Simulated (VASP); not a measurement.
## Nb: single point with r2SCAN

Nb:

```
Nb
1.0
    -1.63559    1.63559    1.63559
     1.63559   -1.63559    1.63559
     1.63559    1.63559   -1.63559
Nb
1
Direct
  0.00000 0.00000 0.00000
```

```
Program             : VASP 6.6.1
Task                : single point
Functional          : r2SCAN
Potentials or basis : VASP PAW PBE potentials, release 64 (Nb_sv)
Cutoff              : 520 eV
k mesh              : 18 × 18 × 18
Occupations         : gaussian, width 0.1 eV
Spin                : no spin polarisation
```

```yaml
Pressure: 5.4 GPa
Band_gap_on_the_k_mesh: zero (an odd number of electrons rules out a gap without spin polarisation)
```

Levels at points of the mesh, in eV from the Fermi level:
| k point | band 4 | band 5 | band 6 | band 7 | band 8 | band 9 |
| --- | --- | --- | --- | --- | --- | --- |
| (0.00, 0.00, 0.00) | -30.57 | -6.31 | 0.45 | 0.45 | 0.45 | 3.67 |
| (0.50, 0.00, 0.00) | -30.59 | -4.01 | -1.78 | 2.43 | 3.71 | 4.46 |
| (0.50, 0.50, 0.50) | -31.64 | -4.05 | -4.05 | 6.08 | 6.08 | 6.08 |

Run time: 47 s on 1 thread of Intel(R) Xeon(R) 6975P-C (Granite Rapids), on a shared host, peak memory 0.17 GiB.

Caveat: the cell stands under pressure; the PAW data sets were made with another functional, which shifts forces and pressure a little.
